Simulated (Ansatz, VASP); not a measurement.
**One calculation of Ti3Al, two programs**

Contents of INCAR:

```
PREC = Accurate
ENCUT = 520
EDIFF = 1E-6
ISMEAR = 0
SIGMA = 0.15
LREAL = F
LASPH = T
NELM = 60
ALGO = Fast
ISIF = 2
LWAVE = F
LCHARG = F
GGA = PE
NBANDS = 28
```

Contents of KPOINTS:

```
Automatic mesh
0
Gamma
  15 15 6
```

File POSCAR:

```
Ti3Al
1.0
    2.9041494217      0.0000000000      0.0000000000
   -1.4520747109      2.5150671756      0.0000000000
    0.0000000000      0.0000000000      9.3949233792
Ti Al
3 1
Direct
    0.6666666667      0.3333333333      0.0000000000
    0.3333333333      0.6666666667      0.7667062293
    0.3333333333      0.6666666667      0.2332937707
    0.6666666667      0.3333333333      0.5000000000
```

Input for Ansatz:

```yaml
crystal:
  lattice:
    - [2.9041494217, 0.0, 0.0]
    - [-1.4520747109, 2.5150671756, 0.0]
    - [0.0, 0.0, 9.3949233792]
  atoms:
    - { symbol: Ti, position: [0.6666666667, 0.3333333333, 0.0] }
    - { symbol: Ti, position: [0.3333333333, 0.6666666667, 0.7667062293] }
    - { symbol: Ti, position: [0.3333333333, 0.6666666667, 0.2332937707] }
    - { symbol: Al, position: [0.6666666667, 0.3333333333, 0.5] }
basis:
  ecutwfc: 520.0
kpoints:
  mp_grid: { grid: [15, 15, 6] }
hamiltonian:
  xc: pbe
  pseudopotentials: { kind: paw, azcp: { folder: soft_1 } }
scf:
  occupations: { method: gaussian, width: 0.15 }
output:
  forces: true
  stress: true
  eigenvalues: true
```

Alike in both runs: task single point; functional PBE; k mesh 15 × 15 × 6; occupations gaussian, width 0.15 eV; no spin polarisation.

|  | VASP | Ansatz |
| --- | --- | --- |
| version | VASP 6.6.1 | Ansatz 0.2.0 |
| potentials or method | VASP PAW PBE potentials, release 64 (Ti_sv, Al), cutoff 520 eV | scalar-relativistic, plane waves, PAW |
| valence electrons in the cell | 39 | 39 |

```csv
,VASP,Ansatz,Ansatz less VASP
gap on the k mesh at the Fermi level (eV),none,none,-
pressure (GPa),1.2,1.5,+0.22
"traceless stress, the component that is largest in VASP (GPa)",-3.01,-3.05,-0.042
rms of the force components (eV/Å),0.482,0.487,+0.0047
```

Atom by atom the forces differ by 0.005 eV/Å (rms over components). A gap of «none» marks a metal or a gap that the smearing closes.
